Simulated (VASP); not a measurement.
# NaOs (P2_1/m) in VASP: relaxation of cell and atoms with PBE

Aim: the relaxation of cell and atoms of NaOs with PBE.

All numbers are computed with VASP 6.6.1; they aren't measurements. Logs are shortened: lines on timing, memory, paths and dates and some standing lists are left out, and cuts for length are marked.

## 1. The cell of the first run

It takes space group P2_1/m (No. 11, monoclinic). Conventional cell: a = 5.256 Å, b = 4.056 Å, c = 9.353 Å, α = 90.00°, β = 90.06°, γ = 90.00°. Na (site symmetry m) has 7 Os at 2.97 to 3.94 Å and 7 Na at 3.37 to 4.06 Å within 4.1 Å. Within 4.2 Å of Na (site symmetry m) lie 4 Os at 3.05 to 4.10 Å and 9 Na at 3.37 to 4.06 Å. Within 3.4 Å of Os (site symmetry m) lie 6 Os at 2.55 to 2.63 Å and 4 Na at 2.97 to 3.20 Å. Os (site symmetry m) has 6 Os at 2.54 to 2.63 Å and 3 Na at 3.08 to 3.23 Å within 3.4 Å.

## 2. Relaxation of cell and atoms, PBE

INCAR

```
PREC = Accurate
ENCUT = 600
EDIFF = 1E-7
ISMEAR = 0
SIGMA = 0.1
LREAL = F
LASPH = T
NELM = 120
ALGO = Normal
ISIF = 3
LWAVE = F
LCHARG = F
GGA = PE
IBRION = 2
NSW = 100
EDIFFG = -0.01
GGA_COMPAT = F
NELMIN = 4
```

KPOINTS

```
Automatic mesh
0
Gamma
  6 8 4
```

POSCAR

```
NaOs
1.0
    5.2558755086      0.0000000000      0.0000000000
    0.0000000000      4.0563049299      0.0000000000
   -0.0101458417      0.0000000000      9.3526122123
Na Os
4 4
Direct
    0.6240712547      0.2500000000      0.7289834725
    0.1209070524      0.7500000000      0.6602070733
    0.8790929476      0.2500000000      0.3397929267
    0.3759287453      0.7500000000      0.2710165275
    0.6251071081      0.2500000000      0.0469350853
    0.1256677238      0.2500000000      0.0417194529
    0.3748928919      0.7500000000      0.9530649147
    0.8743322762      0.7500000000      0.9582805471
```

Potentials or basis: VASP PAW PBE potentials, release 64 (Na_pv, Os).

Launch:

```
$ cat potpaw_PBE.64/Na_pv/POTCAR potpaw_PBE.64/Os/POTCAR > POTCAR
$ mpirun -np 1 vasp_std > vasp.out
```

OUTCAR:

```text
PREC = Accurate
   ENCUT = 600
   EDIFF = 1E-7
   ISMEAR = 0
   LREAL = F
   LASPH = T
   NELM = 120
   ISIF = 3
   GGA = PE
   IBRION = 2
   NSW = 100
   EDIFFG = -0.01
   NELMIN = 4

 ion  position               nearest neighbor table
   1  0.624  0.250  0.729-   5 2.97
   2  0.121  0.750  0.660-   7 3.05   8 3.08
   3  0.879  0.250  0.340-   5 3.05   6 3.08
   4  0.376  0.750  0.271-   7 2.97
   5  0.625  0.250  0.047-   8 2.55   8 2.55   7 2.57   7 2.57   6 2.63   6 2.63   1 2.97   3 3.05

   6  0.126  0.250  0.042-   8 2.54   8 2.54   7 2.55   7 2.55   5 2.63   5 2.63   3 3.08
   7  0.375  0.750  0.953-   6 2.55   6 2.55   5 2.57   5 2.57   8 2.63   8 2.63   4 2.97   2 3.05

   8  0.874  0.750  0.958-   6 2.54   6 2.54   5 2.55   5 2.55   7 2.63   7 2.63   2 3.08

  LATTYP: Found a simple monoclinic cell.
 ALAT       =     5.2558755086
 B/A-ratio  =     0.7717657930
 C/A-ratio  =     1.7794595211
 COS(beta)  =    -0.0010848130

  Lattice vectors:

 A1 = (   5.2558755086,   0.0000000000,   0.0000000000)
 A2 = (   0.0000000000,   4.0563049299,   0.0000000000)
 A3 = (  -0.0101458417,   0.0000000000,   9.3526122123)

Analysis of symmetry for initial positions (statically):
=====================================================================
 Subroutine PRICEL returns:
 Original cell was already a primitive cell.

 Routine SETGRP: Setting up the symmetry group for a
 simple monoclinic supercell.

 Subroutine GETGRP returns: Found  4 space group operations
 (whereof  2 operations were pure point group operations)
 out of a pool of  4 trial point group operations.

The static configuration has the point symmetry S_2 .
 The point group associated with its full space group is C_2h.

Analysis of symmetry for dynamics (positions and initial velocities):
=====================================================================
 Subroutine PRICEL returns:
 Original cell was already a primitive cell.

 Routine SETGRP: Setting up the symmetry group for a
 simple monoclinic supercell.

 Subroutine GETGRP returns: Found  4 space group operations
 (whereof  2 operations were pure point group operations)
 out of a pool of  4 trial point group operations.

The dynamic configuration has the point symmetry S_2 .
 The point group associated with its full space group is C_2h.

 Subroutine INISYM returns: Found  4 space group operations
 (whereof  2 operations are pure point group operations),
 and found     1 'primitive' translations

----------------------------------------------------------------------------------------

                                     Primitive cell

  volume of cell :     199.3924

  direct lattice vectors                    reciprocal lattice vectors
     5.255875509  0.000000000  0.000000000     0.190263258  0.000000000  0.000206400
     0.000000000  4.056304930  0.000000000     0.000000000  0.246529789  0.000000000
    -0.010145842  0.000000000  9.352612212     0.000000000  0.000000000  0.106922000

  length of vectors
     5.255875509  4.056304930  9.352617715     0.190263370  0.246529789  0.106922000

  position of ions in fractional coordinates (direct lattice)
     0.624071255  0.250000000  0.728983472
     0.120907052  0.750000000  0.660207073
     0.879092948  0.250000000  0.339792927
     0.375928745  0.750000000  0.271016528
     0.625107108  0.250000000  0.046935085
     0.125667724  0.250000000  0.041719453
     0.374892892  0.750000000  0.953064915
     0.874332276  0.750000000  0.958280547

  ion indices of the primitive-cell ions
   primitive index   ion index
                 1           1
                 2           2
                 3           3
                 4           4
                 5           5
                 6           6
                 7           7
                 8           8

----------------------------------------------------------------------------------------

 KPOINTS: Automatic mesh

Automatic generation of k-mesh.
 Grid dimensions read from file:
 generate k-points for:    6    8    4

 Generating k-lattice:

  Cartesian coordinates                     Fractional coordinates (reciprocal lattice)
     0.031710543  0.000000000  0.000034400     0.166666667  0.000000000 -0.000000000
     0.000000000  0.030816224  0.000000000     0.000000000  0.125000000  0.000000000
     0.000000000  0.000000000  0.026730500     0.000000000  0.000000000  0.250000000

  Length of vectors
     0.031710562  0.030816224  0.026730500

  Shift w.r.t. Gamma in fractional coordinates (k-lattice)
     0.000000000  0.000000000  0.000000000

 Subroutine IBZKPT returns following result:
 ===========================================

 Found     70 irreducible k-points:

 Following reciprocal coordinates:
            Coordinates               Weight
  0.000000  0.000000  0.000000      1.000000
  0.166667  0.000000  0.000000      2.000000
  0.333333  0.000000  0.000000      2.000000
  0.500000  0.000000  0.000000      1.000000
  0.000000  0.125000  0.000000      2.000000
  0.166667  0.125000  0.000000      4.000000
[... 16 lines left out ...]
  0.333333  0.000000  0.250000      2.000000
  0.500000  0.000000  0.250000      2.000000
 [... further k-points ...]
   k-points           NKPTS =     70   k-points in BZ     NKDIM =     70   number of bands    NBANDS=     36
   number of dos      NEDOS =    301   number of ions     NIONS =      8
   total plane-waves  NPLWV = 107520
   dimension x,y,z NGX =    42 NGY =   32 NGZ =   80
   dimension x,y,z NGXF=    84 NGYF=   64 NGZF=  160
   ions per type =               4   4
   NGX,Y,Z   is equivalent  to a cutoff of  13.28, 13.12, 14.22 a.u.
   NGXF,Y,Z  is equivalent  to a cutoff of  26.57, 26.23, 28.44 a.u.
 SYSTEM =  unknown system
   PREC   = accura    normal or accurate (medium, high low for compatibility)
   ISTART =      0    job   : 0-new  1-cont  2-samecut
   ICHARG =      2    charge: 1-file 2-atom 10-const
   ISPIN  =      1    spin polarized calculation?
   LNONCOLLINEAR =      F non collinear calculations
   LSORBIT =      F    spin-orbit coupling
   LASPH  =      T    aspherical Exc in radial PAW
   ENCUT  =  600.0 eV  44.10 Ry    6.64 a.u.  10.50  8.10 18.68*2*pi/ulx,y,z
   NELM   =    120;   NELMIN=  4; NELMDL= -5     # of ELM steps
   EDIFF  = 0.1E-06   stopping-criterion for ELM
   LREAL  =      F    real-space projection
   EDIFFG = -.1E-01   stopping-criterion for IOM
   NSW    =    100    number of steps for IOM
   IBRION =      2    ionic relax: 0-MD 1-quasi-New 2-CG
   NFREE  =      1    steps in history (QN), initial steepest desc. (CG)
   ISIF   =      3    stress and relaxation
   ISYM   =      2    0-nonsym 1-usesym 2-fastsym
   POTIM  = 0.5000    time-step for ionic-motion
   TEBEG  =    0.0;   TEEND  =   0.0 temperature during run
   PSTRESS=    0.0 pullay stress
   NELECT =      60.0000    total number of electrons
   NUPDOWN=      -1.0000    fix difference up-down
   EMIN   =  10.00;   EMAX   =-10.00  energy-range for DOS
   EFERMI =   0.00;   METHOD = LEGACY
   ISMEAR =     0;   SIGMA  =   0.10  broadening in eV -4-tet -1-fermi 0-gaus
   EFERMI_NEDOS =   21; number of points for ismear=-14 and -15
   IALGO  =     38    algorithm
   IMIX   =      4    mixing-type and parameters
     AMIX     =   0.40;   BMIX     =  1.00
     AMIX_MAG =   1.60;   BMIX_MAG =  1.00
  volume/ion in A,a.u.               =      24.92       168.20
  Fermi-wavevector in a.u.,A,eV,Ry     =   1.097040  2.073105 16.374562  1.203496
  Thomas-Fermi vector in A             =   2.233393
   LORBIT       =      0    0 simple, 1 ext, 2 COOP (PROOUT), +10 PAW based schemes
   GGA     = PE    functional components
   LHFCALC =     F    Hartree Fock is set to
   AEXX    =    0.0000 exact exchange contribution
   IVDW    =     0    specifies the selected vdW correction
   LEPSILON=     F    determine dielectric tensor
   LRPA    =     F    only Hartree local field effects (RPA)
 conjugate gradient relaxation of ions
 non-spin polarized calculation
 Gauss-broadening in eV      SIGMA  =   0.10
  energy-cutoff  :      600.00
  volume of cell :      199.39
 maximum number of plane-waves:      6684
 NGX is ok and might be reduce to    42
   NGX = 21   NGY = 17   NGZ = 37

--------------------------------------- Ionic step        1  -------------------------------------------

 number of electron      59.9999999 magnetization

 Free energy of the ion-electron system (eV)
  ---------------------------------------------------
  ext. energy  EPLUGINS =         0.00000000
  ---------------------------------------------------
  free energy    TOTEN  =       -46.64758948 eV

  energy without entropy =      -46.62147676  energy(sigma->0) =      -46.63453312

------------------------ aborting loop because EDIFF is reached ----------------------------------------

  FORCE on cell =-STRESS in cart. coord.  units (eV):
  Direction    XX          YY          ZZ          XY          YZ          ZX
  --------------------------------------------------------------------------------------
  -------------------------------------------------------------------------------------
  Total        0.3674330     -0.7076299     -0.0855944      0.0000000      0.0000000     -0.0196012
  in kB        2.9524333     -5.6860175     -0.6877767      0.0000000      0.0000000     -0.1575016
  external PRESSURE =      -1.1404536 kB  Pullay stress =       0.0000000 kB
[... 237 lines left out ...]
  energy  without entropy=      -46.6245500979  energy(sigma->0) =      -46.63721271

--------------------------------------- Ionic step        7  -------------------------------------------

 number of electron      59.9999996 magnetization

 Free energy of the ion-electron system (eV)
  ---------------------------------------------------
  ext. energy  EPLUGINS =         0.00000000
  ---------------------------------------------------
  free energy    TOTEN  =       -46.64990621 eV

  energy without entropy =      -46.62449098  energy(sigma->0) =      -46.63719860

 E-fermi :   2.3176     XC(G=0):  -8.7765

 val. band max:        2.3162352640   @ k =   0.5000   0.5000   0.0000
 cond. band min:       2.3255381078   @ k =   0.5000   0.1250   0.5000
 fundamental gap:      0.0093028438
 Fermi energy:         2.3176373565

 k-point     1 :       0.0000    0.0000    0.0000
  band No.  band energies     occupation
      1     -22.0449      2.00000
      2     -22.0417      2.00000
      3     -22.0308      2.00000
      4     -22.0306      2.00000
      5     -21.9819      2.00000
      6     -21.9725      2.00000
[... 925 lines left out ...]
     35       3.9410      0.00000
     36       4.0063      0.00000

 [... further k-points ...]

------------------------ aborting loop because EDIFF is reached ----------------------------------------

  FORCE on cell =-STRESS in cart. coord.  units (eV):
  Direction    XX          YY          ZZ          XY          YZ          ZX
  --------------------------------------------------------------------------------------
  -------------------------------------------------------------------------------------
  Total        0.0029047     -0.0128605      0.0196231      0.0000000      0.0000000     -0.0119169
  in kB        0.0233630     -0.1034384      0.1578306      0.0000000      0.0000000     -0.0958490
  external PRESSURE =       0.0259184 kB  Pullay stress =       0.0000000 kB
[... 23 lines left out ...]
  FREE ENERGIE OF THE ION-ELECTRON SYSTEM (eV)
  ---------------------------------------------------
  free  energy   TOTEN  =       -46.6499062131 eV

  energy  without entropy=      -46.6244909787  energy(sigma->0) =      -46.63719860

 reached required accuracy - stopping structural energy minimisation
```

Run time: 48 min. Hardware: 1 thread of Oxide Virtual Turin-like, shared host; peak memory 0.64 GiB.

What came out:

```yaml
Free_energy: -46.6499 eV
Relaxed_volume: 24.90 Å³/atom
Relaxed_cell: a = 5.273 Å, b = 4.037 Å, c = 9.357 Å, α = 90.00°, β = 90.10°, γ = 90.00°
Space_group_after_relaxing_to_0.1_Å: P2_1/m (No. 11)
Energy_gained_by_relaxing: 0.3 meV/atom
Ionic_steps: 7
Pressure_after_relaxing: 0.0 GPa
Largest_force_after_relaxing: 0.007 eV/Å
Band_gap_on_the_k_mesh: zero (bands 30 and 31 overlap by 0.69 eV)
```

Forces in eV/Å, atoms in the order of the input:
```
Na   0.003  0.000 -0.001
Na   0.001  0.000  0.004
Na  -0.001  0.000 -0.004
Na  -0.003  0.000  0.001
Os   0.001  0.000 -0.007
Os  -0.002  0.000  0.000
Os  -0.001  0.000  0.007
Os   0.002  0.000  0.000
```

The path:
```
step  energy change (eV)  largest force (eV/Å)  pressure (GPa)  volume (Å³)
   1              0.0000                0.0745           -0.11       199.39
   2             -0.0013                0.1069            0.28       198.88
   3             -0.0017                0.0482            0.15       199.04
   4             -0.0019                0.0212           -0.16       199.52
   5             -0.0021                0.0313           -0.04       199.34
   6             -0.0023                0.0113           -0.01       199.25
   7             -0.0023                0.0075            0.00       199.20
```

Final structure:
```yaml
crystal:
  lattice:
    - [5.27306, 0.00000, -0.00176]
    - [0.00000, 4.03707, 0.00000]
    - [-0.01330, 0.00000, 9.35747]
  atoms:
    - { symbol: Na, position: [0.62417, 0.25000, 0.72901] }
    - { symbol: Na, position: [0.12091, 0.75000, 0.66029] }
    - { symbol: Na, position: [0.87909, 0.25000, 0.33971] }
    - { symbol: Na, position: [0.37583, 0.75000, 0.27099] }
    - { symbol: Os, position: [0.62500, 0.25000, 0.04695] }
    - { symbol: Os, position: [0.12561, 0.25000, 0.04179] }
    - { symbol: Os, position: [0.37500, 0.75000, 0.95305] }
    - { symbol: Os, position: [0.87439, 0.75000, 0.95821] }
```

Levels at points of the mesh, in eV from the Fermi level:
```tsv
k point	band 27	band 28	band 29	band 30	band 31	band 32	band 33	band 34
(0.00, 0.00, 0.00)	-1.21	-0.83	0.22	0.23	0.82	1.01	1.26	1.26
(0.50, 0.00, 0.00)	-0.97	-0.87	-0.22	-0.19	-0.17	-0.06	1.29	1.38
(0.00, 0.50, 0.00)	-0.67	-0.67	-0.30	-0.30	0.49	0.49	2.24	2.24
(0.50, 0.50, 0.00)	-1.67	-1.67	-0.14	-0.14	0.00	0.00	1.46	1.46
(0.00, 0.00, 0.50)	-1.18	-0.02	0.21	0.21	0.81	1.01	1.26	1.26
(0.50, 0.00, 0.50)	-0.88	-0.69	-0.19	-0.18	-0.07	0.10	1.46	1.48
(0.00, 0.50, 0.50)	-0.68	-0.68	-0.66	-0.66	1.10	1.10	2.24	2.24
(0.50, 0.50, 0.50)	-1.67	-1.67	-0.17	-0.17	-0.03	-0.03	1.47	1.47
```

Caveat: spin-orbit coupling is left out, which moves the levels of the heavy elements.
